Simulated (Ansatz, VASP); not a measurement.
# HfO2: VASP beside Ansatz

INCAR

```
SYSTEM = HfO2
ALGO = Normal
EDIFF = 1E-7
ENCUT = 520
GGA = PE
ISIF = 2
ISMEAR = -1
LASPH = .TRUE.
LCHARG = .FALSE.
LREAL = .FALSE.
LWAVE = .FALSE.
NBANDS = 18
NELM = 100
PREC = Accurate
SIGMA = 0.08
```

File KPOINTS:

```
k-points
0
G
  13 13 7
  0 0 0
```

File POSCAR:

```
HfO2
1.0
    3.2022961113      0.0000000000      0.0000000000
   -1.6011480557      2.7732697828      0.0000000000
    0.0000000000      0.0000000000      4.1438700559
Hf O
1 2
Direct
    0.0000000000      0.0000000000      0.0000000000
    0.3333333333      0.6666666667      0.2339600721
    0.6666666667      0.3333333333      0.7660399279
```

Input for Ansatz:

```yaml
crystal:
  lattice:
    - [3.2022961113, 0.0, 0.0]
    - [-1.6011480557, 2.7732697828, 0.0]
    - [0.0, 0.0, 4.1438700559]
  atoms:
    - { symbol: Hf, position: [0.0, 0.0, 0.0] }
    - { symbol: O, position: [0.3333333333, 0.6666666667, 0.2339600721] }
    - { symbol: O, position: [0.6666666667, 0.3333333333, 0.7660399279] }
kpoints:
  mp_grid: { grid: [13, 13, 7] }
scf:
  occupations: { method: fermi_dirac, width: 0.08 }
hamiltonian:
  xc: pbe
  pseudopotentials: { kind: paw }
output:
  forces: true
  stress: true
  eigenvalues: true
  populations: true
```

Change from the starting cell: volume scaled by 0.72, PAW files.

Alike in both runs: task single point; functional PBE; k mesh 13 × 13 × 7; occupations fermi-dirac, width 0.08 eV; no spin polarisation.

|  | VASP | Ansatz |
| --- | --- | --- |
| version | VASP 6.6.1 | Ansatz 0.2.0 |
| potentials or method | VASP PAW PBE potentials, release 64 (Hf_pv, O) | PAW with Ansatz's default frozen-core files, scalar-relativistic |
| plane-wave cutoff (eV) | 520 | 420 |
| valence electrons in the cell | 22 | 38 |

|  | VASP | Ansatz | Ansatz less VASP |
| --- | --- | --- | --- |
| gap on the k mesh at the Fermi level (eV) | 3.91 | 3.88 | -0.036 |
| pressure (GPa) | 8.9 | 11.7 | +2.89 |
| traceless stress, the component that is largest in VASP (GPa) | 0.90 | -0.01 | -0.909 |
| rms of the force components (eV/Å) | 0.099 | 0.000 | -0.0986 |

Atom by atom the forces differ by 0.099 eV/Å (rms over components). VASP's potentials hold 22 valence electrons a cell and Ansatz's 38, so a difference there can come from the potentials and not from the codes.

Neither program's run includes spin-orbit coupling.
